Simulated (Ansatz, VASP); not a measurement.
## TiSi53 in VASP and in Ansatz

```
CELL_PARAMETERS angstrom
0.00000 8.14068 8.14068
8.14068 0.00000 8.14068
8.14068 8.14068 0.00000
ATOMIC_POSITIONS crystal
Ti 0.25012 0.24951 0.24996
Si 0.25107 0.25110 0.58367
Si 0.25114 0.25108 0.91414
Si 0.25102 0.58350 0.25128
Si 0.24988 0.58333 0.58349
Si 0.25108 0.58345 0.91439
Si 0.25113 0.91398 0.25125
Si 0.25111 0.91408 0.58377
Si 0.24980 0.91669 0.91685
Si 0.58344 0.25102 0.25125
Si 0.58337 0.24976 0.58344
Si 0.58363 0.25098 0.91419
Si 0.58334 0.58326 0.24997
Si 0.58333 0.58324 0.58349
Si 0.58342 0.58337 0.91665
Si 0.58365 0.91391 0.25127
Si 0.58346 0.91639 0.58362
Si 0.58349 0.91635 0.91658
Si 0.91404 0.25103 0.25119
Si 0.91417 0.25102 0.58366
Si 0.91663 0.24989 0.91680
Si 0.91415 0.58341 0.25126
Si 0.91644 0.58342 0.58362
Si 0.91647 0.58344 0.91659
Si 0.91663 0.91664 0.25002
Si 0.91651 0.91639 0.58361
Si 0.91671 0.91663 0.91686
Si 0.16119 0.16114 0.16130
Si 0.16137 0.16131 0.51595
Si 0.16710 0.16716 0.83289
Si 0.16141 0.51551 0.16166
Si 0.16604 0.50024 0.50043
Si 0.16606 0.50024 0.83347
Si 0.16709 0.83273 0.16731
Si 0.16608 0.83331 0.50042
Si 0.16715 0.83271 0.83304
Si 0.51608 0.16111 0.16136
Si 0.50020 0.16599 0.50040
Si 0.50029 0.16592 0.83342
Si 0.50015 0.50018 0.16624
Si 0.49999 0.49986 0.50008
Si 0.50023 0.50015 0.83349
Si 0.50028 0.83323 0.16616
Si 0.50027 0.83322 0.50042
Si 0.49997 0.83319 0.83344
Si 0.83266 0.16710 0.16725
Si 0.83337 0.16597 0.50034
Si 0.83288 0.16709 0.83292
Si 0.83332 0.50017 0.16617
Si 0.83331 0.50017 0.50040
Si 0.83323 0.50004 0.83341
Si 0.83287 0.83262 0.16734
Si 0.83327 0.83321 0.50019
Si 0.83334 0.83325 0.83344
```

Alike in both runs: task single point; functional PBE; k mesh 1 × 1 × 1; occupations gaussian, width 0.05 eV; collinear spin.

```csv
,VASP,Ansatz
version,VASP 6.6.1,Ansatz 0.2.0
potentials or method,"VASP PAW PBE potentials, release 64 (Ti_sv, Si), cutoff 520 eV","scalar-relativistic, plane waves, PAW"
valence electrons in the cell,224,224
```

VASP gave:

```
gap on the k mesh at the Fermi level (eV) : 0.56
rms of the force components (eV/Å)        : 0.008
net moment per atom (μB)                  : 0.00
```

Problem. What did Ansatz give for the same quantities?

Solution. gap on the k mesh at the Fermi level (eV): 0.56; rms of the force components (eV/Å): 0.007; net moment per atom (μB): 0.00.

Atom by atom the forces differ by 0.002 eV/Å (rms over components). Ansatz's warnings: seeded moment not kept.
